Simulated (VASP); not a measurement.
Cu:

```
Cu
1.0
     0.00000    2.51687    2.51687
     2.51687    0.00000    2.51687
     2.51687    2.51687    0.00000
Cu
2
Cartesian
  0.6292 0.6292 0.6292
  4.4045 4.4045 4.4045
```

| Property | Result |
| --- | --- |
| Program | VASP 6.6.1 |
| Task | relaxation of cell and atoms |
| Functional | LDA |
| Potentials or basis | VASP PAW LDA potentials, release 64 (Cu_sv_GW) |
| Cutoff | 700 eV |
| k mesh | 11 × 11 × 11 |
| Occupations | fermi-dirac, width 0.1 eV |
| Spin | no spin polarisation |

At the start: pressure 3.1 GPa; volume 15.94 Å³/atom.

**Question.** How do energy, volume and symmetry change on relaxing?

**Answer.** Over 3 steps the energy falls by 4.6 meV/atom and the volume is 16.43 Å³/atom (+3.1 %); space group Fd-3m (No. 227, to 0.05 Å).

The path:
```csv
step,energy change (eV),largest force (eV/Å),pressure (GPa),volume (Å³)
1,0.0000,0.0000,3.06,31.89
2,-0.0074,0.0000,-1.34,33.31
3,-0.0093,0.0000,0.06,32.87
```

Final structure:
```yaml
crystal:
  lattice:
    - [0.00000, 2.54239, 2.54239]
    - [2.54239, 0.00000, 2.54239]
    - [2.54239, 2.54239, 0.00000]
  atoms:
    - { symbol: Cu, position: [0.12500, 0.12500, 0.12500] }
    - { symbol: Cu, position: [0.87500, 0.87500, 0.87500] }
```
